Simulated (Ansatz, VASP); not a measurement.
## AlRu: VASP beside Ansatz

```xyz
2
Lattice="2.9318 0.0000 0.0000 0.0000 2.9916 0.0000 0.0000 0.0000 2.9916" Properties=species:S:1:pos:R:3 pbc="T T T"
Al    0.0000    0.0000    0.0000
Ru    1.4659    1.4958    1.4958
```

Change from the starting cell: strain -0.0200 x Voigt [1, 0, 0, 0, 0, 0], atoms carried along.

Alike in both runs: task single point; functional LDA; k mesh 16 × 16 × 16; occupations gaussian, width 0.15 eV; no spin polarisation.

```csv
,VASP,Ansatz
version,VASP 6.6.1,Ansatz 0.2.0
potentials or method,"VASP PAW LDA potentials, release 64 (Al, Ru_pv), cutoff 520 eV","scalar-relativistic, plane waves, PAW"
valence electrons in the cell,17,19
```

```tsv
	VASP	Ansatz	Ansatz less VASP
gap on the k mesh at the Fermi level (eV)	none	none	-
pressure (GPa)	-3.4	-3.9	-0.49
traceless stress, the component that is largest in VASP (GPa)	2.43	2.41	-0.015
```

LDA's correlation is that of Perdew and Zunger in VASP and of Perdew and Wang (1992) in Ansatz. A gap of «none» marks a metal or a gap that the smearing closes. VASP's potentials hold 17 valence electrons a cell and Ansatz's 19, so a difference there can come from the potentials and not from the codes.
